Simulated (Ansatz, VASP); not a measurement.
Two plane-wave programs on GaN

INCAR

```
SYSTEM = GaN
ALGO = Normal
EDIFF = 1E-6
ENCUT = 520
GGA = PE
ISIF = 2
ISMEAR = 0
LASPH = .TRUE.
LCHARG = .TRUE.
LELF = .TRUE.
LREAL = .FALSE.
LVHAR = .TRUE.
LWAVE = .FALSE.
NBANDS = 26
NELM = 60
PREC = Accurate
SIGMA = 0.01
```

The input KPOINTS:

```
k-points
0
G
  12 12 6
  0 0 0
```

File POSCAR:

```
GaN
1.0
    3.3000348257      0.0000000000      0.0000000000
   -1.6500174128      2.8579139924      0.0000000000
    0.0000000000      0.0000000000      4.7558746756
Ga N
2 2
Direct
    0.3333333333      0.6666666667      0.2500000000
    0.6666666667      0.3333333333      0.7500000000
    0.6666666667      0.3333333333      0.2500000000
    0.3333333333      0.6666666667      0.7500000000
```

Input for Ansatz:

```yaml
crystal:
  lattice:
    - [3.3000348257, 0.0, 0.0]
    - [-1.6500174128, 2.8579139924, 0.0]
    - [0.0, 0.0, 4.7558746756]
  atoms:
    - { symbol: Ga, position: [0.3333333333, 0.6666666667, 0.25] }
    - { symbol: Ga, position: [0.6666666667, 0.3333333333, 0.75] }
    - { symbol: "N", position: [0.6666666667, 0.3333333333, 0.25] }
    - { symbol: "N", position: [0.3333333333, 0.6666666667, 0.75] }
kpoints:
  mp_grid: { grid: [12, 12, 6] }
  band_path:
    path:
      - [0.0, 0.0, 0.0]
      - [0.5, 0.0, 0.0]
      - [0.3333333333, 0.3333333333, 0.0]
      - [0.0, 0.0, 0.5]
      - [0.5, 0.0, 0.5]
      - [0.3333333333, 0.3333333333, 0.5]
    npoints: 1
hamiltonian:
  xc: pbe
scf:
  occupations: { method: fixed }
  n_extra_bands: 5
output:
  forces: true
  stress: true
  eigenvalues: true
```

Alike in both runs: task single point; functional PBE; k mesh 12 × 12 × 6; no spin polarisation.

|  | VASP | Ansatz |
| --- | --- | --- |
| version | VASP 6.6.1 | Ansatz 0.2.0 |
| potentials or method | VASP PAW PBE potentials, release 64 (Ga_d, N) | plane waves, PAW |
| plane-wave cutoff (eV) | 520 | 420 |
| occupations | gaussian, width 0.01 eV | fixed |
| valence electrons in the cell | 36 | 36 |

```csv
,VASP,Ansatz,Ansatz less VASP
gap on the k mesh at the Fermi level (eV),1.46,1.46,-0.004
pressure (GPa),6.4,6.3,-0.07
"traceless stress, the component that is largest in VASP (GPa)",-1.26,-1.46,-0.204
```
